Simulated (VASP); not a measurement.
# C in VASP: notebook, part 3 of 3

VASP 6.6.1. Earlier steps stand in the parts before.

**5. Single point, r2SCAN**

POSCAR

```
C
1.0
    1.2159619696     -2.1479622876      0.0091232276
    1.2232502972      2.1521701653     -0.0413730204
   -0.0941886657     -0.0851463517      7.1476530721
C
4
Direct
    0.1034933285      0.9456230676      0.7488005552
    0.5908149738      0.4138432831      0.2394105085
    0.9242568809      0.0859987362      0.2421136921
    0.4285181549      0.5893271320      0.7486182121
```

INCAR.step1

```
  PREC = Accurate
  ENCUT = 520
  ISMEAR = 0
  SIGMA = 0.1
  LREAL = False
  LASPH = True
  NELM = 100
  NBANDS = 16
  GGA = PE
  ALGO = Normal
  EDIFF = 1E-4
  LWAVE = True
  LCHARG = False
```

INCAR.step2

```
  PREC = Accurate
  ENCUT = 520
  EDIFF = 1E-6
  ISMEAR = 0
  SIGMA = 0.1
  LREAL = False
  LASPH = True
  NELM = 100
  ALGO = Normal
  ISIF = 2
  LWAVE = False
  LCHARG = False
  METAGGA = R2SCAN
  LMIXTAU = True
  NBANDS = 16
  ISTART = 1
```

KPOINTS

```
Automatic mesh
0
Gamma
  6 6 2
```

Potentials or basis: VASP PAW PBE potentials, release 64 (C).

Command:

```bash
cat potpaw_PBE.64/C/POTCAR > POTCAR
cp INCAR.step1 INCAR
mpirun -np 1 vasp_std > vasp.out
cp INCAR.step2 INCAR
mpirun -np 1 vasp_std > vasp.out
```

OUTCAR:

```text
PREC = Accurate
   ENCUT = 520
   EDIFF = 1E-6
   ISMEAR = 0
   LREAL = False
   LASPH = True
   NELM = 100
   ISIF = 2
   METAGGA = R2SCAN
   ISTART = 1

 ion  position               nearest neighbor table
   1  0.103  0.946  0.749-   4 1.37   4 1.43   4 1.47
   2  0.591  0.414  0.239-   3 1.41   3 1.42   3 1.43
   3  0.924  0.086  0.242-   2 1.41   2 1.42   2 1.43
   4  0.429  0.589  0.749-   1 1.37   1 1.43   1 1.47

  LATTYP: Found a triclinic cell.
 ALAT       =     2.4758613525
 B/A-ratio  =     0.9852850112
 C/A-ratio  =     2.8873913788
 COS(alpha) =     0.0264129970
 COS(beta)  =     0.0335709734
 COS(gamma) =     0.4957470287

  Lattice vectors:

 A1 = (   1.2232502972,   2.1521701653,  -0.0413730204)
 A2 = (   2.4392122668,   0.0042078777,  -0.0322497928)
 A3 = (   0.0941886657,   0.0851463517,  -7.1476530721)

Analysis of symmetry for initial positions (statically):
=====================================================================
 Subroutine PRICEL returns:
 Original cell was already a primitive cell.

 Routine SETGRP: Setting up the symmetry group for a
 triclinic supercell.

 Subroutine GETGRP returns: Found  1 space group operations
 (whereof  1 operations were pure point group operations)
 out of a pool of  2 trial point group operations.

The static configuration has the point symmetry C_1 .

Analysis of symmetry for dynamics (positions and initial velocities):
=====================================================================
 Subroutine PRICEL returns:
 Original cell was already a primitive cell.

 Routine SETGRP: Setting up the symmetry group for a
 triclinic supercell.

 Subroutine GETGRP returns: Found  1 space group operations
 (whereof  1 operations were pure point group operations)
 out of a pool of  2 trial point group operations.

[... 121 lines left out ...]
   IALGO  =     38    algorithm
   IMIX   =      4    mixing-type and parameters
     AMIX     =   0.40;   BMIX     =  1.00
     AMIX_MAG =   1.60;   BMIX_MAG =  1.00
  volume/ion in A,a.u.               =       9.37        63.22
  Fermi-wavevector in a.u.,A,eV,Ry     =   1.232742  2.329545 20.676147  1.519654
  Thomas-Fermi vector in A             =   2.367500
   LORBIT       =      0    0 simple, 1 ext, 2 COOP (PROOUT), +10 PAW based schemes
   METAGGA = R2SCAN    functional components
   LHFCALC =     F    Hartree Fock is set to
   AEXX    =    0.0000 exact exchange contribution
   IVDW    =     0    specifies the selected vdW correction
   LEPSILON=     F    determine dielectric tensor
   LRPA    =     F    only Hartree local field effects (RPA)
 non-spin polarized calculation
 Gauss-broadening in eV      SIGMA  =   0.10
  energy-cutoff  :      520.00
  volume of cell :       37.47
 maximum number of plane-waves:      1028
   NGX =  9   NGY =  9   NGZ = 27

 number of electron      15.9999999 magnetization

 Free energy of the ion-electron system (eV)
  ---------------------------------------------------
  ext. energy  EPLUGINS =         0.00000000
  ---------------------------------------------------
  free energy    TOTEN  =       -39.58573323 eV

  energy without entropy =      -39.58273312  energy(sigma->0) =      -39.58423317

 E-fermi :   4.1951     XC(G=0): -10.6799

 val. band max:        4.1397175627   @ k =   0.3333   0.3333   0.0000
 cond. band min:       4.2432835185   @ k =   0.3333   0.3333   0.5000
 fundamental gap:      0.1035659557
 Fermi energy:         4.1951277722

 k-point     1 :       0.0000    0.0000    0.0000
  band No.  band energies     occupation
      1     -16.7852      2.00000
      2     -16.5676      2.00000
      3      -4.6595      2.00000
      4      -3.1959      2.00000
      5       0.1022      2.00000
      6       0.7304      2.00000
[... 433 lines left out ...]
      3      -9.8861      2.00000
      4      -9.8509      2.00000
      5      -2.9500      2.00000
      6      -2.7587      2.00000
[... 8 lines left out ...]
     15      17.5909      0.00000
     16      17.9310      0.00000

 [... further k-points ...]

------------------------ aborting loop because EDIFF is reached ----------------------------------------

  FORCE on cell =-STRESS in cart. coord.  units (eV):
  Direction    XX          YY          ZZ          XY          YZ          ZX
  --------------------------------------------------------------------------------------
  -------------------------------------------------------------------------------------
  Total        1.8318641     -1.8021991     -0.1370793      0.0294156     -0.0105576     -0.0364777
  in kB       78.3206727    -77.0523595     -5.8607736      1.2576551     -0.4513849     -1.5595918
  external PRESSURE =      -1.5308201 kB  Pullay stress =       0.0000000 kB

 VOLUME and BASIS-vectors are now :
 -----------------------------------------------------------------------------
  energy-cutoff  :      520.00
  volume of cell :       37.47
      direct lattice vectors                 reciprocal lattice vectors
     1.215961970 -2.147962288  0.009123228     0.410405512 -0.233215692  0.002629966
     1.223250297  2.152170165 -0.041373020     0.409676189  0.231952455  0.008161666
    -0.094188666 -0.085146352  7.147653072     0.001847504  0.001640294  0.139949948

 POSITION                                       TOTAL-FORCE (eV/Angst)
 -----------------------------------------------------------------------------------
      1.21205      1.74908      5.31399        -2.053844     -1.593474      0.024443
      1.20209     -0.39877      1.69949         0.217701      0.380219      0.335947
      1.20625     -1.82080      1.73542        -0.219409     -0.380931     -0.319514
      1.17145      0.28415      5.33039         2.055552      1.594186     -0.040877
 -----------------------------------------------------------------------------------
    total drift:                                0.000161     -0.000355     -0.000914

  FREE ENERGIE OF THE ION-ELECTRON SYSTEM (eV)
  ---------------------------------------------------
  free  energy   TOTEN  =       -39.5857332288 eV

  energy  without entropy=      -39.5827331194  energy(sigma->0) =      -39.58423317
```

Wall time 1.8 min (1 thread of Intel Xeon 8259CL, shared host); peak memory 0.15 GiB.

Results:

- Free energy: -39.5857 eV
- Pressure: -0.2 GPa
- Largest force: 2.602 eV/Å

Forces on the atoms (eV/Å):
```
C   -2.054 -1.593  0.024
C    0.218  0.380  0.336
C   -0.219 -0.381 -0.320
C    2.056  1.594 -0.041
```

Caveat: the k points lie up to 0.49 Å⁻¹ apart; the PAW data sets were made with another functional, which shifts forces and pressure a little.

**6. Overview**

```tsv
cell	k mesh	pressure (GPa)	largest force (eV/Å)
a = 2.456, b = 2.456, c = 7.173 Å, angles 90.0, 90.0, 120.0°, 4 atoms, atomic positions A	6 × 6 × 1	1.1	0.04
a = 2.468, b = 2.476, c = 7.149 Å, angles 91.9, 89.6, 120.9°, 4 atoms, atomic positions B	4 × 4 × 2	-0.8	3.21
a = 2.456, b = 2.456, c = 7.173 Å, angles 90.0, 90.0, 120.0°, 4 atoms, atomic positions A	6 × 6 × 2	0.7	0.02
a = 2.468, b = 2.476, c = 7.149 Å, angles 91.9, 89.6, 120.9°, 4 atoms, atomic positions B	6 × 6 × 2	-0.2	2.60
```

Alike in all rows: task single point; level r2SCAN; potentials or basis VASP PAW PBE potentials, release 64 (C); no spin polarisation; cutoff (eV) 520; smearing gaussian 0.1 eV.

Caveats: all runs use coarse meshes; the PAW data sets were made with another functional, which shifts forces and pressure a little.

Total energies depend on the potentials used, so only differences within one code and one set of settings carry meaning.
